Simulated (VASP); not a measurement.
Runs of VASP 6.6.1 on CaSe. It takes space group Pm-3m (No. 221, cubic). Conventional cell: a = 3.635 Å, b = 3.635 Å, c = 3.635 Å, α = 90.00°, β = 90.00°, γ = 90.00°. Within 4.1 Å of Ca (site symmetry m-3m) lie 8 Se at 3.15 Å and 6 Ca at 3.63 Å. Within 4.1 Å of Se (site symmetry m-3m) lie 8 Ca at 3.15 Å and 6 Se at 3.63 Å. 

```csv
task,level,potentials or basis,k mesh,cutoff (eV),grid for exact exchange (PRECFOCK),GW scheme,GW iterations,cutoff of the response function,frequency points,gap on the mesh (eV),pressure (GPa)
single point,PBE0,"VASP PAW PBE potentials, release 64 (Ca_sv, Se)",4 × 4 × 4,520,Normal,-,-,-,-,2.26,0.4
single point,PBE,"VASP PAW PBE potentials, release 64 (Ca_sv, Se)",8 × 8 × 8,520,-,-,-,-,-,(b),0.8
single point,HSE06,"VASP PAW PBE potentials, release 64 (Ca_sv, Se)",4 × 4 × 4,520,Normal,-,-,-,-,1.54,0.5
single point,PBE,"VASP PAW PBE potentials, release 64 (Ca_sv, Se)",4 × 4 × 4,520,-,-,-,-,-,(a),1.2
single point,r2SCAN,"VASP PAW PBE potentials, release 64 (Ca_sv, Se)",4 × 4 × 4,520,-,-,-,-,-,1.21,0.5
```

Alike in all rows: no spin polarisation; cell a = 3.635 Å, 2 atoms; smearing gaussian 0.01 eV.

Q: Estimate the missing entries.

A: (a) 0.73; (b) 0.76.

Caveats: some runs use coarse meshes; the PAW data sets were made with another functional, which shifts forces and pressure a little (some runs).

A k mesh can miss the band edges, and the runs leave out spin-orbit coupling on Se.
